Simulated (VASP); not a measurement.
Write the native input for VASP 6.6.1 that does the following.

| Quantity | Value |
| --- | --- |
| Task | single point |
| Functional | LDA |
| Potentials or basis | VASP PAW LDA potentials, release 64 (Ge_d) |
| Cutoff | 500 eV |
| k mesh | 12 × 12 × 12 |
| Occupations | gaussian, width 0.1 eV |
| Spin | no spin polarisation |
| Dipole correction | no |
| Further INCAR settings | ALGO = Normal; EDIFF = 1e-06; NBANDS = 21 |

The structure of Ge lies in POSCAR:

```
Ge
1.0
    0.0000000000      2.8107737115      2.8107737115
    2.8107737115      0.0000000000      2.8107737115
    2.8107737115      2.8107737115      0.0000000000
Ge
2
Direct
    0.0000000000      0.0000000000      0.0000000000
    0.2500000000      0.2500000000      0.2500000000
```

The input as run:

INCAR

```
SYSTEM = Ge
ALGO     = Normal         ! electronic algorithm
EDIFF    = 1E-6           ! SCF threshold, eV
ENCUT    = 500            ! plane-wave cutoff, eV
GGA_COMPAT= .FALSE.      
ISIF     = 2              ! what is computed and relaxed
ISMEAR   = 0              ! smearing method
LASPH    = .TRUE.         ! aspherical terms in the spheres
LCHARG   = .TRUE.         ! write CHGCAR
LELF     = .TRUE.         ! ELF
LREAL    = .FALSE.        ! projectors in reciprocal space
LVHAR    = .TRUE.       
LWAVE    = .FALSE.        ! write WAVECAR
NBANDS   = 21             ! bands
NELM     = 120            ! most SCF steps
PREC     = Accurate       ! precision mode
SIGMA    = 0.1            ! smearing width, eV
```

KPOINTS

```
k-points
0
G
  12 12 12
  0 0 0
```

Potentials or basis: VASP PAW LDA potentials, release 64 (Ge_d).

The run is started by

```bash
$ cat potpaw_LDA.64/Ge_d/POTCAR > POTCAR
$ mpirun -np 1 vasp_std > vasp.out
```

It gave:

```json
{
  "Pressure": "0.2 GPa"
}
```

It took 39 s on 1 thread of Intel(R) Xeon(R) Platinum 8375C CPU @ 2.90GHz (Ice Lake), on a shared host, peak memory 0.17 GiB.
